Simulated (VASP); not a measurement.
A run of VASP 6.6.1 is set up as follows.

The input INCAR:

```
SYSTEM = SnO2
PREC     = Accurate       ! precision mode
ENCUT    = 520            ! plane-wave cutoff, eV
EDIFF    = 1E-6           ! SCF threshold, eV
ISMEAR   = 0              ! smearing method
SIGMA    = 0.05           ! smearing width, eV
LREAL    = .FALSE.        ! projectors in reciprocal space
LASPH    = .TRUE.         ! aspherical terms in the spheres
NELM     = 150            ! most SCF steps
ALGO     = Normal         ! electronic algorithm
ISIF     = 2              ! what is computed and relaxed
LWAVE    = .FALSE.        ! write WAVECAR
LCHARG   = .TRUE.         ! write CHGCAR
MAGMOM   = 0 0 0 0 0 0 0 0 0 0 0 0 0 0 0 0 0 0 ! initial moments
LORBIT   = 11             ! projections on sites
LSORBIT  = .TRUE.         ! spin-orbit coupling
GGA_COMPAT= .FALSE.      
LORBMOM  = .TRUE.       
GGA      = PE             ! functional
IVDW     = 13             ! dispersion correction
LVHAR    = .TRUE.       
NBANDS   = 68             ! bands
```

File KPOINTS:

```
regular mesh
0
G
  6 6 10
  0 0 0
```

File POSCAR:

```
SnO2
1.0
    4.8265116508      0.0000000000      0.0000000000
    0.0000000000      4.8265116508      0.0000000000
    0.0000000000      0.0000000000      3.2391527716
Sn O
2 4
Direct
    0.0000000000      0.0000000000      0.0000000000
    0.5000000000      0.5000000000      0.5000000000
    0.3065245299      0.3065245299      0.0000000000
    0.8065245299      0.1934754701      0.5000000000
    0.1934754701      0.8065245299      0.5000000000
    0.6934754701      0.6934754701      0.0000000000
```

Potentials or basis: VASP PAW PBE potentials, release 64 (Sn_d, O).

The run is started by

```sh
$ cat potpaw_PBE.64/Sn_d/POTCAR potpaw_PBE.64/O/POTCAR > POTCAR
$ mpirun -np 1 vasp_ncl > vasp.out
```

**Question.** Predict the largest force.

**Answer.** 0.012 eV/Å.

**Question.** What does it give for the net moment?

**Answer.** 0.00 μB per cell.

Forces in eV/Å, atoms in the order of the input:
```
Sn   0.000  0.000  0.000
Sn   0.000  0.000  0.000
O   -0.008 -0.008  0.000
O   -0.008  0.008  0.000
O    0.008 -0.008  0.000
O    0.008  0.008  0.000
```
